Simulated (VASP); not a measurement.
# As (Im-3m) in VASP: notebook, part 2 of 3

VASP 6.6.1. Earlier steps stand in the parts before.

### 3 Single point, PBE (volume scaled by 0.95)

INCAR

```
SYSTEM = As
  PREC = Accurate
  ENCUT = 520
  EDIFF = 1E-6
  ISMEAR = -1
  SIGMA = 0.05
  LREAL = .FALSE.
  LASPH = .TRUE.
  NELM = 60
  ALGO = Normal
  ISIF = 2
  LWAVE = .FALSE.
  LCHARG = .FALSE.
  GGA = PE
  NBANDS = 8
```

KPOINTS

```
regular mesh
0
G
  16 16 16
  0 0 0
```

POSCAR

```
As
1.0
   -1.6554340464      1.6554340464      1.6554340464
    1.6554340464     -1.6554340464      1.6554340464
    1.6554340464      1.6554340464     -1.6554340464
As
1
Direct
    0.0000000000      0.0000000000      0.0000000000
```

Potentials or basis: VASP PAW PBE potentials, release 64 (As).

Started as:

```
$ cat potpaw_PBE.64/As/POTCAR > POTCAR
$ mpirun -np 1 vasp_std > vasp.out
```

OUTCAR:

```text
SYSTEM = As
   PREC = Accurate
   ENCUT = 520
   EDIFF = 1E-6
   ISMEAR = -1
   LREAL = .FALSE.
   LASPH = .TRUE.
   NELM = 60
   ISIF = 2
   GGA = PE

 ion  position               nearest neighbor table
   1  0.000  0.000  0.000-

  LATTYP: Found a body centered cubic cell.
 ALAT       =     3.3108680928

  Lattice vectors:

 A1 = (  -1.6554340464,   1.6554340464,   1.6554340464)
 A2 = (   1.6554340464,  -1.6554340464,   1.6554340464)
 A3 = (   1.6554340464,   1.6554340464,  -1.6554340464)

Analysis of symmetry for initial positions (statically):
=====================================================================
 Subroutine PRICEL returns:
 Original cell was already a primitive cell.

 Routine SETGRP: Setting up the symmetry group for a
 body centered cubic supercell.

 Subroutine GETGRP returns: Found 48 space group operations
 (whereof 48 operations were pure point group operations)
 out of a pool of 48 trial point group operations.

The static configuration has the point symmetry O_h .

Analysis of symmetry for dynamics (positions and initial velocities):
=====================================================================
 Subroutine PRICEL returns:
 Original cell was already a primitive cell.

 Routine SETGRP: Setting up the symmetry group for a
 body centered cubic supercell.

 Subroutine GETGRP returns: Found 48 space group operations
 (whereof 48 operations were pure point group operations)
 out of a pool of 48 trial point group operations.

The dynamic configuration has the point symmetry O_h .

 Subroutine INISYM returns: Found 48 space group operations
 (whereof 48 operations are pure point group operations),
 and found     1 'primitive' translations

----------------------------------------------------------------------------------------

                                     Primitive cell

  volume of cell :      18.1466

  direct lattice vectors                    reciprocal lattice vectors
    -1.655434046  1.655434046  1.655434046     0.000000000  0.302035591  0.302035591
     1.655434046 -1.655434046  1.655434046     0.302035591  0.000000000  0.302035591
     1.655434046  1.655434046 -1.655434046     0.302035591  0.302035591  0.000000000

  length of vectors
     2.867295877  2.867295877  2.867295877     0.427142829  0.427142829  0.427142829

  position of ions in fractional coordinates (direct lattice)
     0.000000000  0.000000000  0.000000000

  ion indices of the primitive-cell ions
   primitive index   ion index
                 1           1

----------------------------------------------------------------------------------------

 KPOINTS: regular mesh

Automatic generation of k-mesh.
 Grid dimensions read from file:
 generate k-points for:   16   16   16

 Generating k-lattice:

  Cartesian coordinates                     Fractional coordinates (reciprocal lattice)
     0.000000000  0.018877224  0.018877224     0.062500000  0.000000000  0.000000000
     0.018877224  0.000000000  0.018877224     0.000000000  0.062500000  0.000000000
     0.018877224  0.018877224  0.000000000     0.000000000  0.000000000  0.062500000

  Length of vectors
     0.026696427  0.026696427  0.026696427

  Shift w.r.t. Gamma in fractional coordinates (k-lattice)
     0.000000000  0.000000000  0.000000000

 Subroutine IBZKPT returns following result:
 ===========================================

 Found    145 irreducible k-points:

 Following reciprocal coordinates:
            Coordinates               Weight
  0.000000  0.000000  0.000000      1.000000
  0.062500  0.000000  0.000000     12.000000
  0.125000  0.000000  0.000000     12.000000
  0.187500  0.000000  0.000000     12.000000
  0.250000  0.000000  0.000000     12.000000
  0.312500  0.000000  0.000000     12.000000
[... 16 lines left out ...]
  0.187500  0.187500  0.000000     24.000000
  0.250000  0.187500  0.000000     48.000000
 [... further k-points ...]
   k-points           NKPTS =    145   k-points in BZ     NKDIM =    145   number of bands    NBANDS=      8
   number of dos      NEDOS =    301   number of ions     NIONS =      1
   total plane-waves  NPLWV =  13824
   dimension x,y,z NGX =    24 NGY =   24 NGZ =   24
   dimension x,y,z NGXF=    48 NGYF=   48 NGZF=   48
   ions per type =               1
   NGX,Y,Z   is equivalent  to a cutoff of  13.92, 13.92, 13.92 a.u.
   NGXF,Y,Z  is equivalent  to a cutoff of  27.83, 27.83, 27.83 a.u.
 SYSTEM =  As
   PREC   = accura    normal or accurate (medium, high low for compatibility)
   ISTART =      0    job   : 0-new  1-cont  2-samecut
   ICHARG =      2    charge: 1-file 2-atom 10-const
   ISPIN  =      1    spin polarized calculation?
   LNONCOLLINEAR =      F non collinear calculations
   LSORBIT =      F    spin-orbit coupling
   LASPH  =      T    aspherical Exc in radial PAW
   ENCUT  =  520.0 eV  38.22 Ry    6.18 a.u.   5.33  5.33  5.33*2*pi/ulx,y,z
   NELM   =     60;   NELMIN=  2; NELMDL= -5     # of ELM steps
   EDIFF  = 0.1E-05   stopping-criterion for ELM
   LREAL  =      F    real-space projection
   EDIFFG = 0.1E-04   stopping-criterion for IOM
   NSW    =      0    number of steps for IOM
   IBRION =     -1    ionic relax: 0-MD 1-quasi-New 2-CG
   NFREE  =      0    steps in history (QN), initial steepest desc. (CG)
   ISIF   =      2    stress and relaxation
   ISYM   =      2    0-nonsym 1-usesym 2-fastsym
   POTIM  = 0.5000    time-step for ionic-motion
   TEBEG  =    0.0;   TEEND  =   0.0 temperature during run
   PSTRESS=    0.0 pullay stress
   NELECT =       5.0000    total number of electrons
   NUPDOWN=      -1.0000    fix difference up-down
   EMIN   =  10.00;   EMAX   =-10.00  energy-range for DOS
   EFERMI =   0.00;   METHOD = LEGACY
   ISMEAR =    -1;   SIGMA  =   0.05  broadening in eV -4-tet -1-fermi 0-gaus
   EFERMI_NEDOS =   21; number of points for ismear=-14 and -15
   IALGO  =     38    algorithm
   IMIX   =      4    mixing-type and parameters
     AMIX     =   0.40;   BMIX     =  1.00
     AMIX_MAG =   1.60;   BMIX_MAG =  1.00
  volume/ion in A,a.u.               =      18.15       122.46
  Fermi-wavevector in a.u.,A,eV,Ry     =   1.065286  2.013099 15.440362  1.134835
  Thomas-Fermi vector in A             =   2.200833
   LORBIT       =      0    0 simple, 1 ext, 2 COOP (PROOUT), +10 PAW based schemes
   GGA     = PE    functional components
   LHFCALC =     F    Hartree Fock is set to
   AEXX    =    0.0000 exact exchange contribution
   IVDW    =     0    specifies the selected vdW correction
   LEPSILON=     F    determine dielectric tensor
   LRPA    =     F    only Hartree local field effects (RPA)
 non-spin polarized calculation
  energy-cutoff  :      520.00
  volume of cell :       18.15
 maximum number of plane-waves:       498
 NGX is ok and might be reduce to    24
   NGX = 11   NGY = 11   NGZ = 11

 number of electron       5.0000001 magnetization

 Free energy of the ion-electron system (eV)
  ---------------------------------------------------
  ext. energy  EPLUGINS =         0.00000000
  ---------------------------------------------------
  free energy    TOTEN  =        -4.22148677 eV

  energy without entropy =       -4.21656631  energy(sigma->0) =       -4.21902654

 E-fermi :   6.9406     XC(G=0): -10.9865

 val. band max:        6.9333962071   @ k =   0.3125   0.1250   0.0625
 cond. band min:       6.9867986124   @ k =   0.1250   0.1250   0.0625
 fundamental gap:      0.0534024053
 Fermi energy:         6.9406093153

 k-point     1 :       0.0000    0.0000    0.0000
  band No.  band energies     occupation
      1      -8.4783      2.00000
      2      13.3302      0.00000
      3      13.3302      0.00000
      4      13.3302      0.00000
      5      20.2890      0.00000
      6      20.2890      0.00000
      7      20.2890      0.00000
      8      22.5307      0.00000

 k-point     2 :       0.0625    0.0000    0.0000
  band No.  band energies     occupation
      1      -8.3767      2.00000
      2      12.6101      0.00000
      3      13.0226      0.00000
      4      13.2631      0.00000
      5      19.7893      0.00000
      6      19.9772      0.00000
      7      20.7788      0.00000
      8      22.1039      0.00000
[... 221 lines left out ...]
 k-point    23 :       0.1875    0.1875    0.0000
  band No.  band energies     occupation
      1      -5.8010      2.00000
      2       5.2030      2.00000
      3       7.6624      0.00000
      4      11.0658      0.00000
      5      17.2294      0.00000
      6      18.6627      0.00000
      7      22.4676      0.00000
      8      23.7399      0.00000

 k-point    24 :       0.2500    0.1875    0.0000
  band No.  band energies     occupation
      1      -4.8712      2.00000
      2       3.7154      2.00000
      3       6.5630      1.99895
      4      10.6505      0.00000
      5      17.0491      0.00000
      6      19.0192      0.00000
      7      22.6378      0.00000
      8      25.0526      0.00000

 [... further k-points ...]
[... 5 lines left out ...]
  --------------------------------------------------------------------------------------
  -------------------------------------------------------------------------------------
  Total        0.5121945      0.5121945      0.5121945      0.0000000      0.0000000      0.0000000
  in kB       45.2220107     45.2220107     45.2220107      0.0000000      0.0000000      0.0000000
  external PRESSURE =      45.2220107 kB  Pullay stress =       0.0000000 kB

 VOLUME and BASIS-vectors are now :
 -----------------------------------------------------------------------------
  energy-cutoff  :      520.00
  volume of cell :       18.15
      direct lattice vectors                 reciprocal lattice vectors
    -1.655434046  1.655434046  1.655434046     0.000000000  0.302035591  0.302035591
     1.655434046 -1.655434046  1.655434046     0.302035591  0.000000000  0.302035591
     1.655434046  1.655434046 -1.655434046     0.302035591  0.302035591  0.000000000

 POSITION                                       TOTAL-FORCE (eV/Angst)
 -----------------------------------------------------------------------------------
      0.00000      0.00000      0.00000         0.000000     -0.000000     -0.000000
 -----------------------------------------------------------------------------------
    total drift:                                0.000000     -0.000000      0.000000

  FREE ENERGIE OF THE ION-ELECTRON SYSTEM (eV)
  ---------------------------------------------------
  free  energy   TOTEN  =        -4.2214867746 eV

  energy  without entropy=       -4.2165663079  energy(sigma->0) =       -4.21902654
```

stdout:

```text
POSCAR found type information on POSCAR As
 POSCAR found :  1 types and       1 ions
 scaLAPACK will be used
 LDA part: xc-table for (Slater+PW92), standard interpolation
 POSCAR, INCAR and KPOINTS ok, starting setup
 FFT: planning ... GRIDC
 FFT: planning ... GRID_SOFT
 FFT: planning ... GRID
 WAVECAR not read
 entering main loop
```

Wall time 14 s (1 thread of AMD EPYC 7R43 (Zen 3), shared host); peak memory 0.11 GiB.

What came out:

* Free energy: -4.2215 eV
* Pressure: 4.5 GPa

(Continued in part 3 of 3.)
